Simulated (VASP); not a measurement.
# Ti (P6_3/mmc) in VASP: notebook

The runs below take Ti through single point, with PBE+U.

Everything below comes from runs of VASP 6.6.1. Logs are shortened: lines on timing, memory, paths and dates and some standing lists are left out, and cuts for length are marked.

## 1. The cell of the first run

Symmetry: P6_3/mmc, No. 194, hexagonal system. Conventional cell: a = 2.950 Å, b = 2.950 Å, c = 4.689 Å, α = 90.00°, β = 90.00°, γ = 120.00°. Within 3.8 Å of Ti (site symmetry -6m2) lie 12 Ti at 2.90 to 2.95 Å.

## 2. Single point, PBE+U

INCAR reads:

```
ALGO     = Normal         # electronic algorithm
EDIFF    = 1E-6           # SCF threshold, eV
ENCUT    = 500            # plane-wave cutoff, eV
GGA      = PE             # functional
GGA_COMPAT= False        
ISIF     = 2              # what is computed and relaxed
ISMEAR   = -1             # smearing method
LASPH    = True           # aspherical terms in the spheres
LCHARG   = True           # write CHGCAR
LDAU     = True           # DFT+U
LDAUJ    = 0            
LDAUL    = 2              # shell
LDAUPRINT= 1            
LDAUTYPE = 2            
LDAUU    = 2              # U, eV
LELF     = True           # ELF
LMAXMIX  = 4              # l up to which the mixer works
LREAL    = False          # projectors in reciprocal space
LVHAR    = True         
LWAVE    = False          # write WAVECAR
NBANDS   = 19             # bands
NELM     = 200            # most SCF steps
PREC     = Accurate       # precision mode
SIGMA    = 0.1            # smearing width, eV
```

KPOINTS reads:

```
k-points
0
Gamma
  6 6 4
```

POSCAR reads:

```
Ti
1.0
    2.9502344091      0.0000000000      0.0000000000
   -1.4751172045      2.5549779454      0.0000000000
    0.0000000000      0.0000000000      4.6885094452
Ti
2
Direct
    0.7922461003      0.5001906637      0.4929743913
    0.1255794336      0.1668573304      0.9929743913
```

Potentials or basis: VASP PAW PBE potentials, release 64 (Ti_sv).

Run with:

```bash
> cat potpaw_PBE.64/Ti_sv/POTCAR > POTCAR
> mpirun -np 1 vasp_std > vasp.out
```

OUTCAR:

```text
EDIFF = 1E-6
   ENCUT = 500
   GGA = PE
   ISIF = 2
   ISMEAR = -1
   LASPH = True
   LREAL = False
   NELM = 200
   PREC = Accurate

 ion  position               nearest neighbor table
   1  0.792  0.500  0.493-   2 2.90   2 2.90   2 2.90   2 2.90   2 2.90   2 2.90
   2  0.126  0.167  0.993-   1 2.90   1 2.90   1 2.90   1 2.90   1 2.90   1 2.90

  LATTYP: Found a hexagonal cell.
 ALAT       =     2.9502344091
 C/A-ratio  =     1.5891989568

  Lattice vectors:

 A1 = (   2.9502344091,   0.0000000000,   0.0000000000)
 A2 = (  -1.4751172045,   2.5549779454,   0.0000000000)
 A3 = (   0.0000000000,   0.0000000000,   4.6885094452)

Analysis of symmetry for initial positions (statically):
=====================================================================
 Subroutine PRICEL returns:
 Original cell was already a primitive cell.

 Routine SETGRP: Setting up the symmetry group for a
 hexagonal supercell.

 Subroutine GETGRP returns: Found 24 space group operations
 (whereof  1 operations were pure point group operations)
 out of a pool of 24 trial point group operations.

The static configuration has the point symmetry C_1 .
 The point group associated with its full space group is D_6h.

Analysis of symmetry for dynamics (positions and initial velocities):
=====================================================================
 Subroutine PRICEL returns:
 Original cell was already a primitive cell.

 Routine SETGRP: Setting up the symmetry group for a
 hexagonal supercell.

 Subroutine GETGRP returns: Found 24 space group operations
 (whereof  1 operations were pure point group operations)
 out of a pool of 24 trial point group operations.

The dynamic configuration has the point symmetry C_1 .
 The point group associated with its full space group is D_6h.

 Subroutine INISYM returns: Found 24 space group operations
 (whereof  1 operations are pure point group operations),
[... 166 lines left out ...]

atom =   2  type =  1  l = 2

 onsite density matrix

spin component  1

  0.1913 -0.0000 -0.0000  0.0000 -0.0000
 -0.0000  0.1503 -0.0000  0.0000 -0.0000
 -0.0000 -0.0000  0.2199  0.0000  0.0000
  0.0000  0.0000  0.0000  0.1503  0.0000
 -0.0000 -0.0000  0.0000  0.0000  0.1913

spin component  2

  0.1913 -0.0000 -0.0000  0.0000 -0.0000
 -0.0000  0.1503 -0.0000  0.0000 -0.0000
 -0.0000 -0.0000  0.2199  0.0000  0.0000
  0.0000  0.0000  0.0000  0.1503  0.0000
 -0.0000 -0.0000  0.0000  0.0000  0.1913

 occupancies and eigenvectors

  o =  0.1503  v =  0.0000  0.7041 -0.0000 -0.7101 -0.0000  0.0000  0.0000  0.0000  0.0000  0.0000      0.0000  0.0000  0.0000  0.0000  0.0000  0.0000  0.0000  0.0000  0.0000  0.0000
  o =  0.1503  v =  0.0000  0.0000  0.0000  0.0000  0.0000  0.0000  0.7041 -0.0000 -0.7101 -0.0000      0.0000  0.0000  0.0000  0.0000  0.0000  0.0000  0.0000  0.0000  0.0000  0.0000
  o =  0.1503  v =  0.0000 -0.7101  0.0000 -0.7041  0.0000  0.0000  0.0000  0.0000  0.0000  0.0000      0.0000  0.0000  0.0000  0.0000  0.0000  0.0000  0.0000  0.0000  0.0000  0.0000
  o =  0.1503  v =  0.0000  0.0000  0.0000  0.0000  0.0000  0.0000 -0.7101  0.0000 -0.7041  0.0000      0.0000  0.0000  0.0000  0.0000  0.0000  0.0000  0.0000  0.0000  0.0000  0.0000
  o =  0.1913  v =  0.0000  0.0000  0.0000  0.0000  0.0000  1.0000  0.0000  0.0000  0.0000  0.0012      0.0000  0.0000  0.0000  0.0000  0.0000  0.0000  0.0000  0.0000  0.0000  0.0000
  o =  0.1913  v =  1.0000  0.0000  0.0000  0.0000  0.0012  0.0000  0.0000  0.0000  0.0000  0.0000      0.0000  0.0000  0.0000  0.0000  0.0000  0.0000  0.0000  0.0000  0.0000  0.0000
  o =  0.1913  v = -0.0012  0.0000 -0.0000 -0.0000  1.0000  0.0000  0.0000  0.0000  0.0000  0.0000      0.0000  0.0000  0.0000  0.0000  0.0000  0.0000  0.0000  0.0000  0.0000  0.0000
  o =  0.1913  v =  0.0000  0.0000  0.0000  0.0000  0.0000 -0.0012  0.0000 -0.0000 -0.0000  1.0000      0.0000  0.0000  0.0000  0.0000  0.0000  0.0000  0.0000  0.0000  0.0000  0.0000
  o =  0.2199  v =  0.0000  0.0000  0.0000  0.0000  0.0000 -0.0000  0.0000  1.0000  0.0000  0.0000      0.0000  0.0000  0.0000  0.0000  0.0000  0.0000  0.0000  0.0000  0.0000  0.0000
  o =  0.2199  v = -0.0000  0.0000  1.0000  0.0000  0.0000  0.0000  0.0000  0.0000  0.0000  0.0000      0.0000  0.0000  0.0000  0.0000  0.0000  0.0000  0.0000  0.0000  0.0000  0.0000

 number of electron      23.9999997 magnetization

 Free energy of the ion-electron system (eV)
  ---------------------------------------------------
  ext. energy  EPLUGINS =         0.00000000
  ---------------------------------------------------
  free energy    TOTEN  =       -12.69901265 eV

  energy without entropy =      -12.61912230  energy(sigma->0) =      -12.65906747

 E-fermi :   8.4278     XC(G=0): -11.4488

 val. band max:        8.3731148017   @ k =   0.0000   0.0000   0.2500
 cond. band min:       8.4476730398   @ k =   0.1667   0.0000   0.0000
 fundamental gap:      0.0745582381
 Fermi energy:         8.4278405027

 k-point     1 :       0.0000    0.0000    0.0000
  band No.  band energies     occupation
      1     -49.0369      2.00000
      2     -48.9134      2.00000
      3     -25.5606      2.00000
      4     -24.9828      2.00000
      5     -24.9828      2.00000
      6     -24.9082      2.00000
[... 439 lines left out ...]
      6     -25.2357      2.00000
[... 11 lines left out ...]
     18      11.5706      0.00000
     19      14.9055      0.00000

------------------------ aborting loop because EDIFF is reached ----------------------------------------

  FORCE on cell =-STRESS in cart. coord.  units (eV):
  Direction    XX          YY          ZZ          XY          YZ          ZX
  --------------------------------------------------------------------------------------
  -------------------------------------------------------------------------------------
  Total        0.4907320      0.4907320      0.6614906      0.0000000     -0.0000000      0.0000000
  in kB       22.2472587     22.2472587     29.9885722      0.0000000     -0.0000000      0.0000000
  external PRESSURE =      24.8276965 kB  Pullay stress =       0.0000000 kB

 VOLUME and BASIS-vectors are now :
 -----------------------------------------------------------------------------
  energy-cutoff  :      500.00
  volume of cell :       35.34
      direct lattice vectors                 reciprocal lattice vectors
     2.950234409  0.000000000  0.000000000     0.338956117  0.195696405  0.000000000
    -1.475117205  2.554977945  0.000000000     0.000000000  0.391392811  0.000000000
     0.000000000  0.000000000  4.688509445     0.000000000  0.000000000  0.213287402

 POSITION                                       TOTAL-FORCE (eV/Angst)
 -----------------------------------------------------------------------------------
      1.59947      1.27798      2.31132        -0.000000      0.000000      0.000000
      0.12435      0.42632      4.65557         0.000000      0.000000      0.000000
 -----------------------------------------------------------------------------------
    total drift:                               -0.000009     -0.000003      0.000003

  FREE ENERGIE OF THE ION-ELECTRON SYSTEM (eV)
  ---------------------------------------------------
  free  energy   TOTEN  =       -12.6990126473 eV

  energy  without entropy=      -12.6191222972  energy(sigma->0) =      -12.65906747
```

OSZICAR:

```text
N       E                     dE             d eps       ncg     rms          rms(c)
DAV:   1     0.260736199693E+03    0.26074E+03   -0.11680E+04   798   0.149E+03
DAV:   2     0.142802507707E+02   -0.24646E+03   -0.24280E+03   816   0.439E+02
DAV:   3    -0.142047785222E+02   -0.28485E+02   -0.28204E+02  1507   0.120E+02
DAV:   4    -0.151229995588E+02   -0.91822E+00   -0.91763E+00   884   0.235E+01
DAV:   5    -0.151631008083E+02   -0.40101E-01   -0.40098E-01  1200   0.359E+00    0.119E+01
DAV:   6    -0.127183096588E+02    0.24448E+01   -0.83799E+00   903   0.298E+01    0.310E+00
DAV:   7    -0.126796663565E+02    0.38643E-01   -0.93372E-01  1209   0.726E+00    0.229E+00
DAV:   8    -0.127087990771E+02   -0.29133E-01   -0.24545E-01   894   0.571E+00    0.741E-01
DAV:   9    -0.126984923692E+02    0.10307E-01   -0.61149E-02   916   0.240E+00    0.848E-02
DAV:  10    -0.126989012153E+02   -0.40885E-03   -0.38016E-03  1147   0.361E-01    0.110E-01
DAV:  11    -0.126990263282E+02   -0.12511E-03   -0.31057E-04   944   0.124E-01    0.407E-02
DAV:  12    -0.126990125742E+02    0.13754E-04   -0.43094E-05  1076   0.536E-02    0.171E-02
DAV:  13    -0.126990126473E+02   -0.73132E-07   -0.49370E-06   829   0.202E-02
   1 F= -.12699013E+02 E0= -.12659067E+02  d E =-.798904E-01
```

stdout:

```text
POSCAR found type information on POSCAR Ti
 POSCAR found :  1 types and       2 ions
 scaLAPACK will be used
 LDA part: xc-table for (Slater+PW92), standard interpolation
 POSCAR, INCAR and KPOINTS ok, starting setup
 FFT: planning ... GRIDC
 FFT: planning ... GRID_SOFT
 FFT: planning ... GRID
 WAVECAR not read
 entering main loop
```

Wall time 7.3 s (1 thread of AMD EPYC 9R45 (Zen 5), shared host); peak memory 0.12 GiB.

Results:

* Free energy: -12.6990 eV
* Pressure: 2.5 GPa
* Band gap on the k mesh: zero (bands 12 and 13 overlap by 1.13 eV)

Levels at points of the mesh, in eV from the Fermi level:
| k point | band 8 | band 9 | band 10 | band 11 | band 12 | band 13 | band 14 | band 15 | band 16 | band 17 |
| --- | --- | --- | --- | --- | --- | --- | --- | --- | --- | --- |
| (0.00, 0.00, 0.00) | -33.32 | -6.46 | -2.75 | 0.40 | 0.82 | 0.82 | 0.87 | 1.31 | 1.31 | 1.76 |
| (0.50, 0.00, 0.00) | -33.39 | -2.45 | -2.13 | -1.75 | -0.84 | 0.63 | 0.65 | 1.13 | 3.35 | 3.57 |
| (0.00, 0.00, 0.50) | -33.36 | -4.62 | -4.62 | 0.04 | 0.04 | 0.75 | 0.75 | 0.75 | 0.75 | 2.88 |
| (0.50, 0.00, 0.50) | -33.47 | -2.54 | -2.54 | -0.79 | -0.79 | 1.07 | 1.07 | 1.84 | 1.84 | 3.48 |

Eigenvalues of the final occupation matrices:
```csv
site,spin,trace,eigenvalues
site 1 d,1,0.90,0.15 0.15 0.19 0.19 0.22
site 1 d,2,0.90,0.15 0.15 0.19 0.19 0.22
site 2 d,1,0.90,0.15 0.15 0.19 0.19 0.22
site 2 d,2,0.90,0.15 0.15 0.19 0.19 0.22
```

Caveat: the k points lie up to 0.41 Å⁻¹ apart, too coarse for converged energies and pressures of a metal; U without spin polarisation on a metal has little footing; the U is typed as a test and isn't derived for this compound.

## 3. Single point, PBE+U

INCAR reads:

```
SYSTEM = Ti
PREC = Accurate
ENCUT = 500
EDIFF = 1E-6
ISMEAR = -1
SIGMA = 0.1
LREAL = .False.
LASPH = .True.
NELM = 200
ALGO = Normal
ISIF = 2
LWAVE = .False.
LCHARG = .False.
LMAXMIX = 4
LDAU = .True.
LDAUTYPE = 2
LDAUL = 2
LDAUU = 2
LDAUJ = 0
LDAUPRINT = 1
GGA = PE
NBANDS = 19
GGA_COMPAT = .False.
```

KPOINTS reads:

```
regular mesh
0
Gamma
  6 6 4
  0 0 0
```

POSCAR is that of step 2.

Potentials or basis: VASP PAW PBE potentials, release 64 (Ti_sv).

Run with:

```bash
> cat potpaw_PBE.64/Ti_sv/POTCAR > POTCAR
> mpirun -np 1 vasp_std > vasp.out
```

Wall time 7 s (1 thread of AMD EPYC 9R45 (Zen 5), shared host); peak memory 0.12 GiB.

Results (log left out):

| Property | Result |
| --- | --- |
| Free energy | -12.6990 eV |
| Pressure | 2.5 GPa |
| Band gap on the k mesh | zero (bands 12 and 13 overlap by 1.13 eV) |

Stress tensor (GPa, compression positive):
```
2.22 0.00 0.00
0.00 2.22 0.00
0.00 0.00 3.00
```

Levels at points of the mesh, in eV from the Fermi level:
| k point | band 8 | band 9 | band 10 | band 11 | band 12 | band 13 | band 14 | band 15 | band 16 | band 17 |
| --- | --- | --- | --- | --- | --- | --- | --- | --- | --- | --- |
| (0.00, 0.00, 0.00) | -33.32 | -6.46 | -2.75 | 0.40 | 0.82 | 0.82 | 0.87 | 1.31 | 1.31 | 1.76 |
| (0.50, 0.00, 0.00) | -33.39 | -2.45 | -2.13 | -1.75 | -0.84 | 0.63 | 0.65 | 1.13 | 3.35 | 3.57 |
| (0.00, 0.00, 0.50) | -33.36 | -4.62 | -4.62 | 0.04 | 0.04 | 0.75 | 0.75 | 0.75 | 0.75 | 2.88 |
| (0.50, 0.00, 0.50) | -33.47 | -2.54 | -2.54 | -0.79 | -0.79 | 1.07 | 1.07 | 1.84 | 1.84 | 3.48 |

Eigenvalues of the final occupation matrices:
| site | spin | trace | eigenvalues |
| --- | --- | --- | --- |
| site 1 d | 1 | 0.90 | 0.15 0.15 0.19 0.19 0.22 |
| site 1 d | 2 | 0.90 | 0.15 0.15 0.19 0.19 0.22 |
| site 2 d | 1 | 0.90 | 0.15 0.15 0.19 0.19 0.22 |
| site 2 d | 2 | 0.90 | 0.15 0.15 0.19 0.19 0.22 |

Caveat: the k points lie up to 0.41 Å⁻¹ apart, too coarse for converged energies and pressures of a metal; U without spin polarisation on a metal has little footing; the U is typed as a test and isn't derived for this compound.
